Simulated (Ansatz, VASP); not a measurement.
One calculation of Pr, two programs

```
CELL_PARAMETERS angstrom
3.66900 0.00000 0.00000
-1.83450 3.17745 0.00000
0.00000 0.00000 5.92000
ATOMIC_POSITIONS crystal
Pr 0.66667 0.33333 0.75000
Pr 0.33333 0.66667 0.25000
```

Alike in both runs: task single point; functional PBEsol; k mesh 6 × 6 × 4; occupations fermi-dirac, width 0.05 eV; no spin polarisation; Hubbard terms Pr f U = 4.0 eV.

```csv
,VASP,Ansatz
version,VASP 6.6.1,Ansatz 0.2.0
potentials or method,"VASP PAW PBE potentials, release 64 (Pr), cutoff 520 eV","all-electron LAPW, scalar-relativistic"
```

```csv
,VASP,Ansatz,Ansatz less VASP
gap on the k mesh at the Fermi level (eV),none,none,-
pressure (GPa),-8.3,-2.1,+6.20
"traceless stress, the component that is largest in VASP (GPa)",-0.57,-0.20,+0.364
```

VASP's potentials were made for PBE, not for PBEsol. The programs project onto different local orbitals, so the same U acts differently, and such runs can settle in different states. A gap of «none» marks a metal or a gap that the smearing closes. Ansatz ran all-electron here, and VASP with PAW potentials.

Spin-orbit coupling is off throughout. Noted on Ansatz's run: the k mesh is thin for a metal, which can move the energy by tens of meV per atom; the open f shell may have settled in a state that isn't the lowest; U is the effective U less J, on atomic orbitals that reach past the spheres.
